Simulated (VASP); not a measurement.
A run of VASP 6.6.1 is set up as follows.

Contents of POSCAR:

```
CuI
1.0
    0.0000000000      3.0711034950      3.0711034950
    3.0711034950      0.0000000000      3.0711034950
    3.0711034950      3.0711034950      0.0000000000
Cu I
1 1
Direct
    0.0000000000      0.0000000000      0.0000000000
    0.2500000000      0.2500000000      0.2500000000
```

The input INCAR.step1:

```
SYSTEM = CuI
ALGO = Normal
EDIFF = 1E-4
ENCUT = 520
GGA = PE
ISMEAR = 0
LASPH = .True.
LCHARG = .False.
LREAL = .False.
LWAVE = .True.
NBANDS = 16
NELM = 100
PREC = Accurate
SIGMA = 0.01
```

Contents of INCAR.step2:

```
SYSTEM = CuI
ALGO = Normal
EDIFF = 1E-6
ENCUT = 520
ISIF = 2
ISMEAR = 0
ISTART = 1
LASPH = .True.
LCHARG = .False.
LMIXTAU = .True.
LREAL = .False.
LWAVE = .False.
METAGGA = R2SCAN
NBANDS = 16
NELM = 100
PREC = Accurate
SIGMA = 0.01
```

Contents of KPOINTS:

```
k-points
0
Gamma
  6 6 6
  0 0 0
```

Potentials or basis: VASP PAW PBE potentials, release 64 (Cu, I).

Launch:

```console
$ cat potpaw_PBE.64/Cu/POTCAR potpaw_PBE.64/I/POTCAR > POTCAR
$ cp INCAR.step1 INCAR
$ mpirun -np 1 vasp_std > vasp.out
$ cp INCAR.step2 INCAR
$ mpirun -np 1 vasp_std > vasp.out
```

Problem. Predict the band gap on the k mesh.

Solution. 1.51 eV, direct.

Problem. Predict the pressure.

Solution. -2.3 GPa.

Caveat: the PAW data sets were made with another functional, which shifts forces and pressure a little; spin-orbit coupling is left out, which moves the levels of the heavy elements.
